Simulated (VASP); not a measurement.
# Be3Bi2 (P-3m1) in VASP: a series of runs

Runs on Be3Bi2. Level: PBE. Tasks: single point.

All numbers are computed with VASP 6.6.1; they aren't measurements. Logs are shortened: lines on timing, memory, paths and dates and some standing lists are left out, and cuts for length are marked.

## 1. The cell of the first run

The structure is trigonal, space group P-3m1 (No. 164). The conventional cell has a = 3.979 Å, b = 3.979 Å, c = 6.983 Å, α = 90.00°, β = 90.00°, γ = 120.00°. Be (site symmetry -3m) has 6 Bi at 2.76 Å within 3.6 Å. Within 3.3 Å of Be (site symmetry 3m) lie 4 Bi at 2.47 to 2.72 Å and 3 Be at 2.51 Å. Bi (site symmetry 3m) has 7 Be at 2.47 to 2.76 Å within 3.3 Å.

The cell was generated, and may not be a known phase.

## 2. Single point, PBE

The input, INCAR:

```
  PREC = Accurate
  ENCUT = 520
  EDIFF = 1E-7
  ISMEAR = 0
  SIGMA = 0.1
  LREAL = F
  LASPH = T
  NELM = 80
  ALGO = Fast
  ISIF = 2
  LWAVE = F
  LCHARG = F
  GGA = PE
  NBANDS = 26
```

The input, KPOINTS:

```
Automatic mesh
0
Gamma
  6 6 4
```

The input, POSCAR:

```
Be3Bi2
1.0
    3.9791351405      0.0000000000      0.0000000000
   -1.9895675702      3.4460321168      0.0000000000
    0.0000000000      0.0000000000      6.9825428151
Be Bi
3 2
Direct
    0.0000000000      0.0000000000      0.0000000000
    0.3333333333      0.6666666667      0.4270313778
    0.6666666667      0.3333333333      0.5729686222
    0.3333333333      0.6666666667      0.7802453405
    0.6666666667      0.3333333333      0.2197546595
```

Potentials or basis: VASP PAW PBE potentials, release 64 (Be, Bi_d).

Command:

```sh
$ cat potpaw_PBE.64/Be/POTCAR potpaw_PBE.64/Bi_d/POTCAR > POTCAR
$ mpirun -np 1 vasp_std > vasp.out
```

OUTCAR:

```text
PREC = Accurate
   ENCUT = 520
   EDIFF = 1E-7
   ISMEAR = 0
   LREAL = F
   LASPH = T
   NELM = 80
   ISIF = 2
   GGA = PE

 ion  position               nearest neighbor table
   1  0.000  0.000  0.000-   4 2.76   5 2.76   5 2.76   4 2.76   5 2.76   4 2.76
   2  0.333  0.667  0.427-   4 2.47   5 2.72   5 2.72   5 2.72
   3  0.667  0.333  0.573-   5 2.47   4 2.72   4 2.72   4 2.72
   4  0.333  0.667  0.780-   2 2.47   3 2.72   3 2.72   3 2.72   1 2.76   1 2.76   1 2.76   5 3.83
                             5 3.83   5 3.83
   5  0.667  0.333  0.220-   3 2.47   2 2.72   2 2.72   2 2.72   1 2.76   1 2.76   1 2.76   4 3.83
                             4 3.83   4 3.83

  LATTYP: Found a hexagonal cell.
 ALAT       =     3.9791351405
 C/A-ratio  =     1.7547890606

  Lattice vectors:

 A1 = (   3.9791351405,   0.0000000000,   0.0000000000)
 A2 = (  -1.9895675702,   3.4460321168,   0.0000000000)
 A3 = (   0.0000000000,   0.0000000000,   6.9825428151)

Analysis of symmetry for initial positions (statically):
=====================================================================
 Subroutine PRICEL returns:
 Original cell was already a primitive cell.

 Routine SETGRP: Setting up the symmetry group for a
 hexagonal supercell.

 Subroutine GETGRP returns: Found 12 space group operations
 (whereof 12 operations were pure point group operations)
 out of a pool of 24 trial point group operations.

The static configuration has the point symmetry D_3d.

Analysis of symmetry for dynamics (positions and initial velocities):
=====================================================================
 Subroutine PRICEL returns:
 Original cell was already a primitive cell.

 Routine SETGRP: Setting up the symmetry group for a
 hexagonal supercell.

 Subroutine GETGRP returns: Found 12 space group operations
 (whereof 12 operations were pure point group operations)
 out of a pool of 24 trial point group operations.

The dynamic configuration has the point symmetry D_3d.

 Subroutine INISYM returns: Found 12 space group operations
 (whereof 12 operations are pure point group operations),
 and found     1 'primitive' translations

----------------------------------------------------------------------------------------

                                     Primitive cell

  volume of cell :      95.7462

  direct lattice vectors                    reciprocal lattice vectors
     3.979135140  0.000000000  0.000000000     0.251310892  0.145094411  0.000000000
    -1.989567570  3.446032117  0.000000000     0.000000000  0.290188822  0.000000000
     0.000000000  0.000000000  6.982542815     0.000000000  0.000000000  0.143214303

  length of vectors
     3.979135140  3.979135141  6.982542815     0.290188822  0.290188822  0.143214303

  position of ions in fractional coordinates (direct lattice)
     0.000000000  0.000000000  0.000000000
     0.333333333  0.666666667  0.427031378
     0.666666667  0.333333333  0.572968622
     0.333333333  0.666666667  0.780245341
     0.666666667  0.333333333  0.219754659

  ion indices of the primitive-cell ions
   primitive index   ion index
                 1           1
                 2           2
                 3           3
                 4           4
                 5           5

----------------------------------------------------------------------------------------

 KPOINTS: Automatic mesh

Automatic generation of k-mesh.
 Grid dimensions read from file:
 generate k-points for:    6    6    4

 Generating k-lattice:

  Cartesian coordinates                     Fractional coordinates (reciprocal lattice)
     0.041885149  0.024182402  0.000000000     0.166666667  0.000000000  0.000000000
     0.000000000  0.048364804  0.000000000     0.000000000  0.166666667  0.000000000
     0.000000000  0.000000000  0.035803576     0.000000000  0.000000000  0.250000000

  Length of vectors
     0.048364804  0.048364804  0.035803576

  Shift w.r.t. Gamma in fractional coordinates (k-lattice)
     0.000000000  0.000000000  0.000000000

 Subroutine IBZKPT returns following result:
 ===========================================

 Found     24 irreducible k-points:

 Following reciprocal coordinates:
            Coordinates               Weight
  0.000000  0.000000  0.000000      1.000000
  0.166667  0.000000  0.000000      6.000000
  0.333333  0.000000  0.000000      6.000000
  0.500000  0.000000  0.000000      3.000000
  0.166667  0.166667  0.000000      6.000000
  0.333333  0.166667  0.000000     12.000000
[... 16 lines left out ...]
  0.333333  0.166667  0.500000     12.000000
  0.333333  0.333333  0.500000      2.000000
   k-points           NKPTS =     24   k-points in BZ     NKDIM =     24   number of bands    NBANDS=     26
   number of dos      NEDOS =    301   number of ions     NIONS =      5
   total plane-waves  NPLWV =  48600
   dimension x,y,z NGX =    30 NGY =   30 NGZ =   54
   dimension x,y,z NGXF=    60 NGYF=   60 NGZF=  108
   ions per type =               3   2
   NGX,Y,Z   is equivalent  to a cutoff of  12.53, 12.53, 12.86 a.u.
   NGXF,Y,Z  is equivalent  to a cutoff of  25.07, 25.07, 25.71 a.u.
 SYSTEM =  unknown system
   PREC   = accura    normal or accurate (medium, high low for compatibility)
   ISTART =      0    job   : 0-new  1-cont  2-samecut
   ICHARG =      2    charge: 1-file 2-atom 10-const
   ISPIN  =      1    spin polarized calculation?
   LNONCOLLINEAR =      F non collinear calculations
   LSORBIT =      F    spin-orbit coupling
   LASPH  =      T    aspherical Exc in radial PAW
   ENCUT  =  520.0 eV  38.22 Ry    6.18 a.u.   7.40  7.40 12.98*2*pi/ulx,y,z
   NELM   =     80;   NELMIN=  2; NELMDL= -5     # of ELM steps
   EDIFF  = 0.1E-06   stopping-criterion for ELM
   LREAL  =      F    real-space projection
   EDIFFG = 0.1E-05   stopping-criterion for IOM
   NSW    =      0    number of steps for IOM
   IBRION =     -1    ionic relax: 0-MD 1-quasi-New 2-CG
   NFREE  =      0    steps in history (QN), initial steepest desc. (CG)
   ISIF   =      2    stress and relaxation
   ISYM   =      2    0-nonsym 1-usesym 2-fastsym
   POTIM  = 0.5000    time-step for ionic-motion
   TEBEG  =    0.0;   TEEND  =   0.0 temperature during run
   PSTRESS=    0.0 pullay stress
   NELECT =      36.0000    total number of electrons
   NUPDOWN=      -1.0000    fix difference up-down
   EMIN   =  10.00;   EMAX   =-10.00  energy-range for DOS
   EFERMI =   0.00;   METHOD = LEGACY
   ISMEAR =     0;   SIGMA  =   0.10  broadening in eV -4-tet -1-fermi 0-gaus
   EFERMI_NEDOS =   21; number of points for ismear=-14 and -15
   IALGO  =     68    algorithm
   IMIX   =      4    mixing-type and parameters
     AMIX     =   0.40;   BMIX     =  1.00
     AMIX_MAG =   1.60;   BMIX_MAG =  1.00
  volume/ion in A,a.u.               =      19.15       129.23
  Fermi-wavevector in a.u.,A,eV,Ry     =   1.181594  2.232890 18.995986  1.396166
  Thomas-Fermi vector in A             =   2.317865
   LORBIT       =      0    0 simple, 1 ext, 2 COOP (PROOUT), +10 PAW based schemes
   GGA     = PE    functional components
   LHFCALC =     F    Hartree Fock is set to
   AEXX    =    0.0000 exact exchange contribution
   IVDW    =     0    specifies the selected vdW correction
   LEPSILON=     F    determine dielectric tensor
   LRPA    =     F    only Hartree local field effects (RPA)
 non-spin polarized calculation
 RMM-DIIS sequential band-by-band and
 Gauss-broadening in eV      SIGMA  =   0.10
  energy-cutoff  :      520.00
  volume of cell :       95.75
 maximum number of plane-waves:      2600
 NGX is ok and might be reduce to    30
   NGX = 15   NGY = 15   NGZ = 25

 number of electron      35.9999993 magnetization

 Free energy of the ion-electron system (eV)
  ---------------------------------------------------
  ext. energy  EPLUGINS =         0.00000000
  ---------------------------------------------------
  free energy    TOTEN  =       -16.16177197 eV

  energy without entropy =      -16.15786929  energy(sigma->0) =      -16.15982063

 E-fermi :   6.6908     XC(G=0):  -9.9238

 val. band max:        6.5671940158   @ k =   0.5000   0.0000   0.2500
 cond. band min:       6.7348136180   @ k =   0.1667   0.0000   0.2500
 fundamental gap:      0.1676196022
 Fermi energy:         6.6907558665

 k-point     1 :       0.0000    0.0000    0.0000
  band No.  band energies     occupation
      1     -16.0296      2.00000
      2     -16.0206      2.00000
      3     -16.0107      2.00000
      4     -16.0107      2.00000
      5     -16.0025      2.00000
      6     -16.0025      2.00000
[... 18 lines left out ...]
     25      10.4659      0.00000
     26      11.5232      0.00000

 k-point     2 :       0.1667    0.0000    0.0000
  band No.  band energies     occupation
      1     -16.0249      2.00000
      2     -16.0189      2.00000
      3     -16.0132      2.00000
      4     -16.0063      2.00000
      5     -16.0035      2.00000
      6     -15.9966      2.00000
[... 18 lines left out ...]
     25      11.5553      0.00000
     26      12.2005      0.00000

 k-point     3 :       0.3333    0.0000    0.0000
  band No.  band energies     occupation
      1     -16.0294      2.00000
      2     -16.0188      2.00000
      3     -16.0153      2.00000
      4     -16.0084      2.00000
      5     -15.9979      2.00000
      6     -15.9820      2.00000
[... 18 lines left out ...]
     25      12.8695      0.00000
     26      13.6470      0.00000

 k-point     4 :       0.5000    0.0000    0.0000
  band No.  band energies     occupation
      1     -16.0345      2.00000
      2     -16.0204      2.00000
      3     -16.0169      2.00000
      4     -16.0107      2.00000
      5     -15.9925      2.00000
      6     -15.9762      2.00000
[... 18 lines left out ...]
     25      12.6820      0.00000
     26      12.7716      0.00000
[... 496 lines left out ...]
      1     -16.0223      2.00000
      2     -16.0211      2.00000
      3     -16.0127      2.00000
      4     -16.0069      2.00000
      5     -15.9949      2.00000
      6     -15.9945      2.00000
[... 18 lines left out ...]
     25      11.7822      0.00000
     26      12.6231      0.00000

 k-point    23 :       0.3333    0.1667    0.5000
  band No.  band energies     occupation
      1     -16.0237      2.00000
      2     -16.0213      2.00000
      3     -16.0169      2.00000
      4     -16.0039      2.00000
      5     -15.9909      2.00000
      6     -15.9879      2.00000
[... 18 lines left out ...]
     25      13.4827      0.00000
     26      13.7461      0.00000

 k-point    24 :       0.3333    0.3333    0.5000
  band No.  band energies     occupation
      1     -16.0190      2.00000
      2     -16.0172      2.00000
      3     -16.0172      2.00000
      4     -15.9931      2.00000
      5     -15.9931      2.00000
      6     -15.9920      2.00000
[... 18 lines left out ...]
     25      13.4342      0.00000
     26      13.4367      0.00000

------------------------ aborting loop because EDIFF is reached ----------------------------------------

  FORCE on cell =-STRESS in cart. coord.  units (eV):
  Direction    XX          YY          ZZ          XY          YZ          ZX
  --------------------------------------------------------------------------------------
  -------------------------------------------------------------------------------------
  Total       -0.0506966     -0.0506966      0.1937692     -0.0000000      0.0000000      0.0000000
  in kB       -0.8483363     -0.8483363      3.2424538     -0.0000000      0.0000000      0.0000000
  external PRESSURE =       0.5152604 kB  Pullay stress =       0.0000000 kB

 VOLUME and BASIS-vectors are now :
 -----------------------------------------------------------------------------
  energy-cutoff  :      520.00
  volume of cell :       95.75
      direct lattice vectors                 reciprocal lattice vectors
     3.979135140  0.000000000  0.000000000     0.251310892  0.145094411  0.000000000
    -1.989567570  3.446032117  0.000000000     0.000000000  0.290188822  0.000000000
     0.000000000  0.000000000  6.982542815     0.000000000  0.000000000  0.143214303

 POSITION                                       TOTAL-FORCE (eV/Angst)
 -----------------------------------------------------------------------------------
      0.00000      0.00000      0.00000        -0.000000      0.000000      0.000000
     -0.00000      2.29735      2.98176        -0.000000      0.000000     -0.035189
      1.98957      1.14868      4.00078        -0.000000      0.000000      0.035189
     -0.00000      2.29735      5.44810         0.000000     -0.000000      0.034196
      1.98957      1.14868      1.53445        -0.000000      0.000000     -0.034196
 -----------------------------------------------------------------------------------
    total drift:                               -0.000000      0.000000      0.000000

  FREE ENERGIE OF THE ION-ELECTRON SYSTEM (eV)
  ---------------------------------------------------
  free  energy   TOTEN  =       -16.1617719651 eV

  energy  without entropy=      -16.1578692927  energy(sigma->0) =      -16.15982063
```

Run time: 84 s. Hardware: 1 thread of Intel Xeon Platinum 8259CL at 2.50GHz (Skylake/Cascade Lake), shared host; peak memory 0.23 GiB.

Results:

- Free energy: -16.1618 eV
- Pressure: 0.1 GPa
- Largest force: 0.035 eV/Å
- Band gap on the k mesh: zero (bands 18 and 19 overlap by 2.33 eV)

Forces on the atoms (eV/Å):
```
Be   0.000  0.000  0.000
Be   0.000  0.000 -0.035
Be   0.000  0.000  0.035
Bi   0.000  0.000  0.034
Bi   0.000  0.000 -0.034
```

Levels at points of the mesh, in eV from the Fermi level:
```
           k point  band 14  band 15  band 16  band 17  band 18  band 19  band 20  band 21  band 22  band 23
(0.00, 0.00, 0.00)    -0.79    -0.36    -0.36     0.70     0.70     1.07     2.39     3.14     3.71     3.71
(0.50, 0.00, 0.00)    -4.71    -4.64    -3.41    -2.58     0.34     0.47     1.30     1.74     2.67     3.48
(0.00, 0.00, 0.50)    -4.50    -0.31    -0.31     1.09     1.09     1.99     1.99     2.49     2.73     3.99
(0.50, 0.00, 0.50)    -5.78    -2.58    -2.51    -1.74    -1.69    -0.16     0.12     1.80     3.12     4.35
```

Caveat: spin-orbit coupling is left out, which moves the levels of the heavy elements.

[end of part 1 of 2]

The gap in the log of VASP goes by the Fermi energy; the results here count the filled bands.